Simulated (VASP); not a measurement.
# Pb: single point with PBE

The system is Pb, a sheet with vacuum.

```xyz
3
Lattice="6.4689 0.0000 0.0000 -3.2345 5.6022 0.0000 0.0000 0.0000 23.8000" Properties=species:S:1:pos:R:3 pbc="T T T"
Pb   -1.6172    2.8011    7.0000
Pb    3.2345    0.0000    7.0000
Pb    1.6172    2.8011    7.0000
```

```json
{
  "Program": "VASP 6.6.1",
  "Task": "single point",
  "Functional": "PBE",
  "Potentials or basis": "VASP PAW PBE potentials, release 64 (Pb_d)",
  "Cutoff": "520 eV",
  "k mesh": "12 × 12 × 1",
  "Occupations": "gaussian, width 0.1 eV",
  "Spin": "no spin polarisation",
  "Dipole correction": "yes",
  "Further INCAR settings": "ALGO = Normal; EDIFF = 1e-07; NBANDS = 28"
}
```

The band gap on the k mesh is zero (band 21 reaches -2.42 eV, above the bottom of band 22 at -3.98 eV).

Levels at points of the mesh, in eV from the Fermi level:
```tsv
k point	band 17	band 18	band 19	band 20	band 21	band 22	band 23	band 24	band 25	band 26
(0.00, 0.00, 0.00)	-6.59	-6.59	-3.08	-1.22	-1.00	-1.00	2.05	2.05	3.06	3.98
(0.50, 0.00, 0.00)	-8.35	-6.80	-1.80	-0.42	0.41	1.35	1.54	1.88	1.93	1.97
```

Run time: 10 min on 1 thread of Intel(R) Xeon(R) 6975P-C (Granite Rapids) (shared host), peak memory 0.97 GiB.

Caveat: spin-orbit coupling is left out, which moves the levels of the heavy elements.
